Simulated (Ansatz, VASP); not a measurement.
**Al2BP3 in VASP and in Ansatz**

The input INCAR:

```
SYSTEM = Al2BP3
  PREC = Accurate
  ENCUT = 520
  EDIFF = 1E-7
  ISMEAR = 0
  SIGMA = 0.1
  LREAL = .False.
  LASPH = .True.
  NELM = 100
  ALGO = Normal
  ISIF = 2
  LWAVE = .False.
  LCHARG = .False.
  GGA = PE
  NBANDS = 21
```

KPOINTS

```
Automatic mesh
0
Gamma
  6 6 6
  0 0 0
```

File POSCAR:

```
Al2BP3
1.0
   -1.8005142900      1.8005142900      7.6389351900
    1.8005142900     -1.8005142900      7.6389351900
    1.8005142900      1.8005142900     -7.6389351900
Al B P
2 1 3
Direct
    0.6666666700      0.6666666700      0.0000000000
    0.3333333300      0.3333333300      0.0000000000
    0.0000000000      0.0000000000      0.0000000000
    0.5833333300      0.0833333300      0.5000000000
    0.2500000000      0.7500000000      0.5000000000
    0.9166666700      0.4166666700      0.5000000000
```

Input for Ansatz:

```yaml
crystal:
  lattice:
    - [-1.80051429, 1.80051429, 7.63893519]
    - [1.80051429, -1.80051429, 7.63893519]
    - [1.80051429, 1.80051429, -7.63893519]
  atoms:
    - { symbol: Al, position: [0.66666667, 0.66666667, 0.0] }
    - { symbol: Al, position: [0.33333333, 0.33333333, 0.0] }
    - { symbol: B, position: [0.0, 0.0, 0.0] }
    - { symbol: P, position: [0.58333333, 0.08333333, 0.5] }
    - { symbol: P, position: [0.25, 0.75, 0.5] }
    - { symbol: P, position: [0.91666667, 0.41666667, 0.5] }
basis:
  ecutwfc: 420
kpoints:
  mp_grid: { grid: [6, 6, 6] }
hamiltonian:
  xc: pbe
scf:
  occupations: { method: gaussian, width: 0.1 }
  lower_state_search: "off"
output:
  forces: true
  stress: true
  eigenvalues: true
```

Alike in both runs: task single point; functional PBE; k mesh 6 × 6 × 6; occupations gaussian, width 0.1 eV; no spin polarisation.

|  | VASP | Ansatz |
| --- | --- | --- |
| version | VASP 6.6.1 | Ansatz 0.2.0 |
| potentials or method | VASP PAW PBE potentials, release 64 (Al, B, P), cutoff 520 eV | scalar-relativistic, plane waves, PAW |
| valence electrons in the cell | 24 | 24 |

VASP gave:

```
gap on the k mesh at the Fermi level (eV)                     : 1.19
least direct gap on the mesh (eV)                             : 1.36
pressure (GPa)                                                : 12.1
traceless stress, the component that is largest in VASP (GPa) : -0.78
rms of the force components (eV/Å)                            : 1.361
```

**Question.** What did Ansatz give for the same quantities?

**Answer.** gap on the k mesh at the Fermi level (eV): 1.19; least direct gap on the mesh (eV): 1.36; pressure (GPa): 12.3; traceless stress, the component that is largest in VASP (GPa): -0.79; rms of the force components (eV/Å): 1.364.

Atom by atom the forces differ by 0.003 eV/Å (rms over components). The functional is the same, so the differences come from potentials, cutoffs and numerics.
